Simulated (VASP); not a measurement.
# Ca2Al2O: single point with PBE

The system is Ca2Al2O.

```
CELL_PARAMETERS angstrom
3.46356 0.00000 0.00000
-1.73178 2.99953 0.00000
0.00000 0.00000 9.65447
ATOMIC_POSITIONS crystal
Ca 0.33333 0.66667 0.35676
Ca 0.66667 0.33333 0.64324
Al 0.33333 0.66667 0.90081
Al 0.66667 0.33333 0.09919
O 0.00000 0.00000 0.50000
```

The cell was generated, and may not be a known phase.

- Program: VASP 6.6.1
- Task: single point
- Functional: PBE
- Potentials or basis: VASP PAW PBE potentials, release 64 (Ca_sv, Al, O)
- Cutoff: 520 eV
- k mesh: 6 × 6 × 4
- Occupations: gaussian, width 0.1 eV
- Spin: no spin polarisation
- Dipole correction: no
- Further INCAR settings: ALGO = Normal; EDIFF = 1e-06; NBANDS = 24

```
Pressure               : 0.0 GPa
Largest force          : 0.048 eV/Å
Band gap on the k mesh : zero (bands 16 and 17 overlap by 2.38 eV)
```

Forces in eV/Å, atoms in the order of the input:
```
Ca   0.000  0.000 -0.048
Ca   0.000  0.000  0.048
Al   0.000  0.000 -0.010
Al   0.000  0.000  0.010
O    0.000  0.000  0.000
```

Levels at points of the mesh, in eV from the Fermi level:
```
           k point  band 12  band 13  band 14  band 15  band 16  band 17  band 18  band 19  band 20  band 21
(0.00, 0.00, 0.00)    -4.37    -4.22    -4.22    -2.36     1.47     1.93     2.92     2.92     3.00     3.90
(0.50, 0.00, 0.00)    -4.52    -4.34    -3.99    -1.81    -1.37     0.45     0.93     1.66     2.49     3.18
(0.00, 0.00, 0.50)    -5.15    -4.22    -4.22    -1.47     0.22     2.31     2.90     2.91     2.91     3.92
(0.50, 0.00, 0.50)    -4.54    -4.34    -3.98    -1.71    -1.40     0.10     1.65     1.72     2.30     2.47
```

Run time: 2.2 min on 1 thread of Oxide Virtual Turin-like Processor, with other jobs on the host, peak memory 0.21 GiB.
